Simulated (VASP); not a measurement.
## Pd: single point with r2SCAN+D4

Pd:

```xyz
1
Lattice="0.0000 1.9465 1.9465 1.9465 0.0000 1.9465 1.9465 1.9465 0.0000" Properties=species:S:1:pos:R:3 pbc="T T T"
Pd    0.0000    0.0000    0.0000
```

- Program: VASP 6.6.1
- Task: single point
- Functional: r2SCAN
- Dispersion: D4
- Potentials or basis: VASP PAW PBE potentials, release 64 (Pd_sv_GW)
- Cutoff: 690 eV
- k mesh: 12 × 12 × 12
- Occupations: fermi-dirac, width 0.05 eV
- Spin: no spin polarisation
- Dipole correction: no
- Further INCAR settings: ALGO = Normal; EDIFF = 1e-06; NBANDS = 15

* Pressure: 0.6 GPa
* Band gap on the k mesh: zero (bands 9 and 10 overlap by 1.67 eV)
* Dispersion energy per atom: -0.169 eV

Levels at points of the mesh, in eV from the Fermi level:
| k point | band 6 | band 7 | band 8 | band 9 | band 10 | band 11 | band 12 | band 13 |
| --- | --- | --- | --- | --- | --- | --- | --- | --- |
| (0.00, 0.00, 0.00) | -2.89 | -2.89 | -2.89 | -1.28 | -1.28 | 17.80 | 22.73 | 22.73 |
| (0.50, 0.00, 0.00) | -2.96 | -2.96 | -0.02 | -0.02 | 1.37 | 7.76 | 17.25 | 21.94 |
| (0.50, 0.50, 0.00) | -5.22 | -0.08 | 0.33 | 0.33 | 3.74 | 11.37 | 13.94 | 13.94 |

Wall time 99 s on 1 thread of AMD EPYC 7R13 Processor (Zen 3), with other jobs on the host, peak memory 0.14 GiB.

Caveat: the PAW data sets were made with another functional, which shifts forces and pressure a little.
